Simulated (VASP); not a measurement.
In2Au, 3 atoms in the cell. Symmetry: Fm-3m, No. 225, cubic system. Conventional cell: a = 5.161 Å, b = 5.161 Å, c = 5.161 Å, α = 90.00°, β = 90.00°, γ = 90.00°. In (site symmetry -43m) has 4 Au at 2.23 Å and 6 In at 2.58 Å within 3.0 Å. Au (site symmetry m-3m) has 8 In at 2.23 Å within 3.0 Å.  This cell differs from its parent crystal: volume scaled by 0.5.

| Quantity | Value |
| --- | --- |
| Program | VASP 6.6.1 |
| Task | single point |
| Functional | PBEsol |
| Potentials or basis | VASP PAW PBE potentials, release 64 (In_d, Au) |
| Cutoff | 520 eV |
| k mesh | 10 × 10 × 10 |
| Occupations | fermi-dirac, width 0.05 eV |
| Spin | no spin polarisation |
| Dipole correction | no |
| Further INCAR settings | ALGO = Normal; EDIFF = 1e-07; NBANDS = 26 |

Potentials or basis: VASP PAW PBE potentials, release 64 (In_d, Au).

The run is started by

```bash
$ cat potpaw_PBE.64/In_d/POTCAR potpaw_PBE.64/Au/POTCAR > POTCAR
$ mpirun -np 1 vasp_std > vasp.out
```

Hardware: 1 thread of Intel(R) Xeon(R) 6975P-C (Granite Rapids) (shared host).

Estimate the wall time of this run.

It took 26 s on 1 thread of Intel(R) Xeon(R) 6975P-C (Granite Rapids), on a shared host, peak memory 0.18 GiB. Counts: scf iterations 15, k points 47.
